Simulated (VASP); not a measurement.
# Si15C (P1) in VASP: notebook

Si15C is run at these levels: PBEsol; tasks: single point.

Program: VASP 6.6.1. These are calculated values, not measurements. Logs are shortened: lines on timing, memory, paths and dates and some standing lists are left out, and cuts for length are marked.

## Step 1: The cell of the first run

The typed cell holds 16 atoms: a = 10.527 Å, b = 5.264 Å, c = 5.264 Å, α = 90.00°, β = 90.00°, γ = 90.00°.

## Step 2: Single point, PBEsol

INCAR

```
ALGO = Normal ; EDIFF = 1E-6
ENCUT = 520 ; GGA = PS
ISIF = 2 ; ISMEAR = -1
LASPH = T ; LCHARG = F
LREAL = Auto ; LWAVE = F
NBANDS = 46 ; NELM = 60
PREC = Accurate ; SIGMA = 0.05
```

KPOINTS

```
Automatic mesh
0
Gamma
  2 2 2
  0.5 0.5 0.5
```

POSCAR

```
Si15C
1.0
   10.5273610000      0.0000000000      0.0000000000
    0.0000000000      5.2636810000      0.0000000000
    0.0000000000      0.0000000000      5.2636810000
Si C
15 1
Direct
    0.0021100000      0.9867640000      0.9928380000
    0.5009070000      0.9849160000      0.9859260000
    0.1257480000      0.2436830000      0.2601690000
    0.6372840000      0.2698310000      0.2483340000
    0.2466940000      0.4932940000      0.0069720000
    0.7534130000      0.5048430000      0.0132980000
    0.3839180000      0.7315790000      0.2545900000
    0.8729000000      0.7406270000      0.2302070000
    0.7482830000      0.0023890000      0.4835300000
    0.3822040000      0.2545450000      0.7347490000
    0.8665260000      0.2509580000      0.7526990000
    0.0140030000      0.4983750000      0.4941950000
    0.5058120000      0.5079540000      0.5009240000
    0.1291760000      0.7279110000      0.7447220000
    0.6236330000      0.7449340000      0.7634270000
    0.2573870000      0.9976860000      0.4682050000
```

Potentials or basis: VASP PAW PBE potentials, release 64 (Si, C).

Command:

```bash
cat potpaw_PBE.64/Si/POTCAR potpaw_PBE.64/C/POTCAR > POTCAR
mpirun -np 1 vasp_std > vasp.out
```

OUTCAR:

```text
EDIFF = 1E-6
   ENCUT = 520
   GGA = PS
   ISIF = 2
   ISMEAR = -1
   LASPH = T
   LREAL = Auto
   NELM = 60
   PREC = Accurate

 ion  position               nearest neighbor table
   1  0.002  0.987  0.993-   8 2.26  14 2.31   3 2.35  11 2.36
   2  0.501  0.985  0.986-  15 2.15   7 2.30  10 2.31   4 2.49
   3  0.126  0.244  0.260-  12 2.17  16 2.19   5 2.26   1 2.35
   4  0.637  0.270  0.248-   6 2.13   9 2.21  13 2.29   2 2.49
   5  0.247  0.493  0.007-  14 2.23   3 2.26   7 2.31  10 2.38
   6  0.753  0.505  0.013-   8 2.10   4 2.13  11 2.26  15 2.28
[... 8 lines left out ...]
  15  0.624  0.745  0.763-   2 2.15  13 2.24   6 2.28   9 2.39
  16  0.257  0.998  0.468-   3 2.19   7 2.24  10 2.35  14 2.44

  LATTYP: Found a simple tetragonal cell.
 ALAT       =     5.2636810000
 C/A-ratio  =     1.9999998100

  Lattice vectors:

 A1 = (   0.0000000000,   5.2636810000,   0.0000000000)
 A2 = (   0.0000000000,   0.0000000000,   5.2636810000)
 A3 = (  10.5273610000,   0.0000000000,   0.0000000000)

Analysis of symmetry for initial positions (statically):
=====================================================================
 Subroutine PRICEL returns:
 Original cell was already a primitive cell.

 Routine SETGRP: Setting up the symmetry group for a
 simple tetragonal supercell.

 Subroutine GETGRP returns: Found  1 space group operations
 (whereof  1 operations were pure point group operations)
 out of a pool of 16 trial point group operations.

The static configuration has the point symmetry C_1 .

Analysis of symmetry for dynamics (positions and initial velocities):
=====================================================================
 Subroutine PRICEL returns:
 Original cell was already a primitive cell.

 Routine SETGRP: Setting up the symmetry group for a
 simple tetragonal supercell.

 Subroutine GETGRP returns: Found  1 space group operations
 (whereof  1 operations were pure point group operations)
 out of a pool of 16 trial point group operations.

The dynamic configuration has the point symmetry C_1 .

 Subroutine INISYM returns: Found  1 space group operations
 (whereof  1 operations are pure point group operations),
 and found     1 'primitive' translations

----------------------------------------------------------------------------------------

                                     Primitive cell

  volume of cell :     291.6746

  direct lattice vectors                    reciprocal lattice vectors
    10.527361000  0.000000000  0.000000000     0.094990568  0.000000000  0.000000000
     0.000000000  5.263681000  0.000000000     0.000000000  0.189981118  0.000000000
     0.000000000  0.000000000  5.263681000     0.000000000  0.000000000  0.189981118

  length of vectors
    10.527361000  5.263681000  5.263681000     0.094990568  0.189981118  0.189981118

  position of ions in fractional coordinates (direct lattice)
     0.002110000  0.986764000  0.992838000
     0.500907000  0.984916000  0.985926000
     0.125748000  0.243683000  0.260169000
     0.637284000  0.269831000  0.248334000
     0.246694000  0.493294000  0.006972000
     0.753413000  0.504843000  0.013298000
[... 8 lines left out ...]
     0.623633000  0.744934000  0.763427000
     0.257387000  0.997686000  0.468205000

  ion indices of the primitive-cell ions
   primitive index   ion index
                 1           1
                 2           2
                 3           3
                 4           4
                 5           5
                 6           6
[... 8 lines left out ...]
                15          15
                16          16

----------------------------------------------------------------------------------------

 KPOINTS: Automatic mesh

Automatic generation of k-mesh.
 Grid dimensions read from file:
 generate k-points for:    2    2    2

 Generating k-lattice:

  Cartesian coordinates                     Fractional coordinates (reciprocal lattice)
     0.047495284  0.000000000  0.000000000     0.500000000  0.000000000  0.000000000
     0.000000000  0.094990559  0.000000000     0.000000000  0.500000000  0.000000000
     0.000000000  0.000000000  0.094990559     0.000000000  0.000000000  0.500000000

  Length of vectors
     0.047495284  0.094990559  0.094990559

  Shift w.r.t. Gamma in fractional coordinates (k-lattice)
     0.500000000  0.500000000  0.500000000

 Subroutine IBZKPT returns following result:
 ===========================================

 Found      4 irreducible k-points:

 Following reciprocal coordinates:
            Coordinates               Weight
  0.250000  0.250000  0.250000      2.000000
  0.250000 -0.250000  0.250000      2.000000
  0.250000 -0.250000 -0.250000      2.000000
  0.250000  0.250000 -0.250000      2.000000
   k-points           NKPTS =      4   k-points in BZ     NKDIM =      4   number of bands    NBANDS=     46
   number of dos      NEDOS =    301   number of ions     NIONS =     16
   total plane-waves  NPLWV = 128000
   dimension x,y,z NGX =    80 NGY =   40 NGZ =   40
   dimension x,y,z NGXF=   160 NGYF=   80 NGZF=   80
   ions per type =              15   1
   NGX,Y,Z   is equivalent  to a cutoff of  12.63, 12.63, 12.63 a.u.
   NGXF,Y,Z  is equivalent  to a cutoff of  25.27, 25.27, 25.27 a.u.
 SYSTEM =  unknown system
   PREC   = accura    normal or accurate (medium, high low for compatibility)
   ISTART =      0    job   : 0-new  1-cont  2-samecut
   ICHARG =      2    charge: 1-file 2-atom 10-const
   ISPIN  =      1    spin polarized calculation?
   LNONCOLLINEAR =      F non collinear calculations
   LSORBIT =      F    spin-orbit coupling
   LASPH  =      T    aspherical Exc in radial PAW
   ENCUT  =  520.0 eV  38.22 Ry    6.18 a.u.  19.57  9.79  9.79*2*pi/ulx,y,z
   NELM   =     60;   NELMIN=  2; NELMDL= -5     # of ELM steps
   EDIFF  = 0.1E-05   stopping-criterion for ELM
   LREAL  =      T    real-space projection
   EDIFFG = 0.1E-04   stopping-criterion for IOM
   NSW    =      0    number of steps for IOM
   IBRION =     -1    ionic relax: 0-MD 1-quasi-New 2-CG
   NFREE  =      0    steps in history (QN), initial steepest desc. (CG)
   ISIF   =      2    stress and relaxation
   ISYM   =      2    0-nonsym 1-usesym 2-fastsym
   POTIM  = 0.5000    time-step for ionic-motion
   TEBEG  =    0.0;   TEEND  =   0.0 temperature during run
   PSTRESS=    0.0 pullay stress
   NELECT =      64.0000    total number of electrons
   NUPDOWN=      -1.0000    fix difference up-down
   EMIN   =  10.00;   EMAX   =-10.00  energy-range for DOS
   EFERMI =   0.00;   METHOD = LEGACY
   ISMEAR =    -1;   SIGMA  =   0.05  broadening in eV -4-tet -1-fermi 0-gaus
   EFERMI_NEDOS =   21; number of points for ismear=-14 and -15
   IALGO  =     38    algorithm
   IMIX   =      4    mixing-type and parameters
     AMIX     =   0.40;   BMIX     =  1.00
     AMIX_MAG =   1.60;   BMIX_MAG =  1.00
  volume/ion in A,a.u.               =      18.23       123.02
  Fermi-wavevector in a.u.,A,eV,Ry     =   0.987420  1.865953 13.265658  0.974998
  Thomas-Fermi vector in A             =   2.118873
   LORBIT       =      0    0 simple, 1 ext, 2 COOP (PROOUT), +10 PAW based schemes
   GGA     = PS    functional components
   LHFCALC =     F    Hartree Fock is set to
   AEXX    =    0.0000 exact exchange contribution
   IVDW    =     0    specifies the selected vdW correction
   LEPSILON=     F    determine dielectric tensor
   LRPA    =     F    only Hartree local field effects (RPA)
 non-spin polarized calculation
  energy-cutoff  :      520.00
  volume of cell :      291.67
 maximum number of plane-waves:      7855
 NGX is ok and might be reduce to    80
   NGX = 39   NGY = 19   NGZ = 19

 number of electron      64.0000000 magnetization

 Free energy of the ion-electron system (eV)
  ---------------------------------------------------
  ext. energy  EPLUGINS =         0.00000000
  ---------------------------------------------------
  free energy    TOTEN  =       -90.25511336 eV

  energy without entropy =      -90.25508880  energy(sigma->0) =      -90.25510108

 E-fermi :   6.5366     XC(G=0):  -9.8275

 val. band max:        5.9941393244   @ k =   0.2500   0.2500   0.2500
 cond. band min:       7.0713922972   @ k =   0.2500   0.2500   0.2500
 fundamental gap:      1.0772529728
 Fermi energy:         6.5365800118

 k-point     1 :       0.2500    0.2500    0.2500
  band No.  band energies     occupation
      1      -5.7058      2.00000
      2      -5.0973      2.00000
      3      -4.1276      2.00000
      4      -3.5677      2.00000
      5      -3.4735      2.00000
      6      -3.3062      2.00000
[... 36 lines left out ...]
     43       9.6639      0.00000
     44       9.8143      0.00000

 k-point     2 :       0.2500   -0.2500    0.2500
  band No.  band energies     occupation
      1      -5.7022      2.00000
      2      -5.1166      2.00000
      3      -4.0859      2.00000
      4      -3.6295      2.00000
      5      -3.5099      2.00000
      6      -3.2618      2.00000
[... 36 lines left out ...]
     43       9.6101      0.00000
     44       9.7036      0.00000

 k-point     3 :       0.2500   -0.2500   -0.2500
  band No.  band energies     occupation
      1      -5.7037      2.00000
      2      -5.1057      2.00000
      3      -4.1085      2.00000
      4      -3.5851      2.00000
      5      -3.4400      2.00000
      6      -3.3389      2.00000
[... 36 lines left out ...]
     43       9.6356      0.00000
     44       9.8070      0.00000

 k-point     4 :       0.2500    0.2500   -0.2500
  band No.  band energies     occupation
      1      -5.7083      2.00000
      2      -5.0905      2.00000
      3      -4.1622      2.00000
      4      -3.6288      2.00000
      5      -3.4589      2.00000
      6      -3.2468      2.00000
[... 36 lines left out ...]
     43       9.6123      0.00000
     44       9.7180      0.00000
 [bands above 44 left out]

------------------------ aborting loop because EDIFF is reached ----------------------------------------

  FORCE on cell =-STRESS in cart. coord.  units (eV):
  Direction    XX          YY          ZZ          XY          YZ          ZX
  --------------------------------------------------------------------------------------
  -------------------------------------------------------------------------------------
  Total        9.1321722     13.4965318     14.8576394      1.1010791      1.0102111      0.1680513
  in kB       50.1632928     74.1368496     81.6134536      6.0482602      5.5491193      0.9231105
  external PRESSURE =      68.6378654 kB  Pullay stress =       0.0000000 kB

 VOLUME and BASIS-vectors are now :
 -----------------------------------------------------------------------------
  energy-cutoff  :      520.00
  volume of cell :      291.67
      direct lattice vectors                 reciprocal lattice vectors
    10.527361000  0.000000000  0.000000000     0.094990568  0.000000000  0.000000000
     0.000000000  5.263681000  0.000000000     0.000000000  0.189981118  0.000000000
     0.000000000  0.000000000  5.263681000     0.000000000  0.000000000  0.189981118

 POSITION                                       TOTAL-FORCE (eV/Angst)
 -----------------------------------------------------------------------------------
      0.02221      5.19401      5.22598         0.025575      0.886244     -0.398009
      5.27323      5.18428      5.18960        -0.480171      2.060909      1.606333
      1.32379      1.28267      1.36945         2.307459     -3.406123      0.191668
      6.70892      1.42030      1.30715        -2.691168     -1.757966     -0.055808
      2.59704      2.59654      0.03670         1.376910     -0.624544     -0.241353
      7.93145      2.65733      0.07000        -0.470117     -0.439465     -2.623763
[... 8 lines left out ...]
      6.56521      3.92109      4.01844         1.611768      0.097075     -1.360425
      2.70961      5.25150      2.46448         0.085769     -0.067412      0.806990
 -----------------------------------------------------------------------------------
    total drift:                               -0.007652      0.001618     -0.001811

  FREE ENERGIE OF THE ION-ELECTRON SYSTEM (eV)
  ---------------------------------------------------
  free  energy   TOTEN  =       -90.2551133648 eV

  energy  without entropy=      -90.2550888016  energy(sigma->0) =      -90.25510108
```

Wall time 93 s (1 thread of Intel Xeon 8259CL, shared host); peak memory 0.32 GiB.

What came out:

* Free energy: -90.2551 eV
* Pressure: 6.9 GPa
* Largest force: 4.307 eV/Å
* Band gap on the k mesh: 1.08 eV

Forces in eV/Å, atoms in the order of the input:
```
Si   0.026  0.886 -0.398
Si  -0.480  2.061  1.606
Si   2.307 -3.406  0.192
Si  -2.691 -1.758 -0.056
Si   1.377 -0.625 -0.241
Si  -0.470 -0.439 -2.624
Si  -2.964  3.117  0.205
Si   2.163  1.331  2.391
Si   0.356 -1.058  1.142
Si  -2.488 -2.186 -0.742
Si   1.660 -0.221 -0.561
Si  -3.113 -0.232  0.208
Si   0.753 -0.943  0.396
Si   1.867  3.444 -0.964
Si   1.612  0.097 -1.360
C    0.086 -0.067  0.807
```

Levels at points of the mesh, in eV from the valence-band top:
```
           k point  band 28  band 29  band 30  band 31  band 32  band 33  band 34  band 35  band 36  band 37
(0.25, 0.25, 0.25)    -1.60    -1.01    -0.83    -0.65     0.00     1.08     1.63     1.87     2.05     2.24
```

Caveat: the k points lie up to 0.60 Å⁻¹ apart; the PAW data sets were made with another functional, which shifts forces and pressure a little; a shifted mesh leaves out Γ, where band edges can lie.

## Step 3: Single point, PBEsol

INCAR

```
SYSTEM = Si15C
ALGO = Normal
EDIFF = 1E-6
ENCUT = 520
GGA = PS
ISIF = 2
ISMEAR = -1
LASPH = .TRUE.
LCHARG = .FALSE.
LREAL = Auto
LWAVE = .FALSE.
NBANDS = 46
NELECT = 66.0
NELM = 60
PREC = Accurate
SIGMA = 0.05
```

KPOINTS is that of step 2.

POSCAR is that of step 2.

Potentials or basis: VASP PAW PBE potentials, release 64 (Si, C).

Command:

```bash
cat potpaw_PBE.64/Si/POTCAR potpaw_PBE.64/C/POTCAR > POTCAR
mpirun -np 1 vasp_std > vasp.out
```

Run time: 2.5 min. Hardware: 1 thread of Intel Xeon 8259CL, shared host; peak memory 0.33 GiB.

The run converged. Its results:

- Free energy: -76.0814 eV
- Largest force: 3.615 eV/Å

Forces on the atoms (eV/Å):
```
Si   0.197  0.787 -0.354
Si  -0.508  1.838  1.619
Si   2.193 -2.789 -0.045
Si  -2.585 -1.500  0.028
Si   1.129 -0.522 -0.165
Si  -0.447 -0.276 -2.436
Si  -2.576  2.532 -0.149
Si   1.918  1.106  2.286
Si   0.357 -1.038  1.024
Si  -2.262 -1.629 -0.505
Si   1.424 -0.113 -0.647
Si  -2.897 -0.248  0.160
Si   0.747 -0.861  0.240
Si   1.730  2.825 -0.542
Si   1.549 -0.111 -1.194
C    0.032 -0.002  0.679
```

Levels at points of the mesh, in eV from the Fermi level:
```tsv
k point	band 29	band 30	band 31	band 32	band 33	band 34	band 35	band 36	band 37	band 38
(0.25, 0.25, 0.25)	-2.33	-2.15	-1.97	-1.32	-0.23	0.24	0.48	0.71	0.87	1.08
```

Caveat: the k points lie up to 0.60 Å⁻¹ apart; the cell carries a net charge on a neutralising background, which shifts energy and pressure; the cell is charged against a uniform background, so pressure and absolute levels hang on convention; the PAW data sets were made with another functional, which shifts forces and pressure a little.

[end of part 1 of 2]
